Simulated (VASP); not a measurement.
Here is a VASP 6.6.1 calculation.

INCAR

```
SYSTEM = Sn
PREC = Accurate
ENCUT = 520
EDIFF = 1E-7
ISMEAR = -1
SIGMA = 0.1
LREAL = .False.
LASPH = .True.
NELM = 100
ALGO = Normal
ISIF = 2
LWAVE = .False.
LCHARG = .False.
GGA = PE
NBANDS = 13
```

File KPOINTS:

```
regular mesh
0
Gamma
  9 9 9
  0 0 0
```

POSCAR

```
Sn
1.0
    3.2816330257     -0.0000000182     -0.0000000315
   -1.0938776581      3.0939532938     -0.0000000315
   -1.0938776581     -1.5469766015      2.6794421768
Sn
1
Direct
    0.0000000000      0.0000000000      0.0000000000
```

Potentials or basis: VASP PAW PBE potentials, release 64 (Sn_d).

Command:

```bash
$ cat potpaw_PBE.64/Sn_d/POTCAR > POTCAR
$ mpirun -np 1 vasp_std > vasp.out
```

**Question.** What does it give for the band gap on the k mesh?

**Answer.** Zero (band 7 reaches 16.04 eV, above the bottom of band 8 at 5.62 eV).

**Question.** What does it give for the pressure?

**Answer.** 0.5 GPa.

Caveat: spin-orbit coupling is left out, which moves the levels of the heavy elements.
